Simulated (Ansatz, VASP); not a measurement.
**One calculation of MgO, two programs**

File POSCAR:

```
MgO
1.0
    0.0000000000      2.1351500000      2.1351500000
    2.2952862500      0.0000000000      2.1351500000
    2.2952862500      2.1351500000      0.0000000000
Mg O
1 1
Direct
    0.0000000000      0.0000000000      0.0000000000
    0.5000000000      0.5000000000      0.5000000000
```

The input INCAR.step1:

```
PREC     = Accurate       # precision mode
ENCUT    = 750            # plane-wave cutoff, eV
ISMEAR   = 0              # smearing method
SIGMA    = 0.05           # smearing width, eV
LREAL    = False          # projectors in reciprocal space
LASPH    = True           # aspherical terms in the spheres
NELM     = 120            # most SCF steps
NBANDS   = 15             # bands
GGA      = PE             # functional
ALGO     = Normal         # electronic algorithm
EDIFF    = 1E-5           # SCF threshold, eV
LWAVE    = True           # write WAVECAR
LCHARG   = False          # write CHGCAR
GGA_COMPAT= False
```

The input INCAR.step2:

```
PREC     = Accurate       # precision mode
ENCUT    = 750            # plane-wave cutoff, eV
EDIFF    = 1E-6           # SCF threshold, eV
ISMEAR   = 0              # smearing method
SIGMA    = 0.05           # smearing width, eV
LREAL    = False          # projectors in reciprocal space
LASPH    = True           # aspherical terms in the spheres
NELM     = 120            # most SCF steps
ALGO     = Normal         # electronic algorithm
ISIF     = 2              # what is computed and relaxed
LWAVE    = False          # write WAVECAR
LCHARG   = False          # write CHGCAR
METAGGA  = R2SCAN         # meta-GGA
LMIXTAU  = True         
NBANDS   = 15             # bands
ISTART   = 1            
GGA_COMPAT= False
```

KPOINTS

```
Automatic mesh
0
Gamma
  10 10 10
```

Input for Ansatz:

```yaml
crystal:
  lattice:
    - [0.0, 2.13515, 2.13515]
    - [2.29528625, 0.0, 2.13515]
    - [2.29528625, 2.13515, 0.0]
  atoms:
    - { symbol: Mg, position: [0.0, 0.0, 0.0] }
    - { symbol: O, position: [0.5, 0.5, 0.5] }
basis:
  ecutwfc: 500
kpoints:
  mp_grid: { grid: [10, 10, 10] }
hamiltonian:
  xc: r2scan
scf:
  occupations: { method: gaussian, width: 0.05 }
output:
  forces: true
  stress: true
  eigenvalues: true
  write_density: true
  write_potential: true
  elf: true
  volumetric_format: npy
```

Change from the starting cell: strain +0.0750 x Voigt [1, 0, 0, 0, 0, 0], atoms carried along.

Alike in both runs: task single point; functional r2SCAN; k mesh 10 × 10 × 10; occupations gaussian, width 0.05 eV; no spin polarisation.

```csv
,VASP,Ansatz
version,VASP 6.6.1,Ansatz 0.2.0
potentials or method,"VASP PAW PBE potentials, release 64 (Mg_sv, O), cutoff 750 eV","scalar-relativistic, plane waves, PAW"
valence electrons in the cell,16,16
```

Ansatz gave:

```
gap on the k mesh at the Fermi level (eV)                     : 4.45
least direct gap on the mesh (eV)                             : 4.45
pressure (GPa)                                                : -14.3
traceless stress, the component that is largest in VASP (GPa) : -3.93
```

Task: What did VASP give for the same quantities?

Result: gap on the k mesh at the Fermi level (eV): 4.48; least direct gap on the mesh (eV): 4.48; pressure (GPa): -14.6; traceless stress, the component that is largest in VASP (GPa): -4.09.

VASP's potentials were made for PBE, not for r2SCAN.
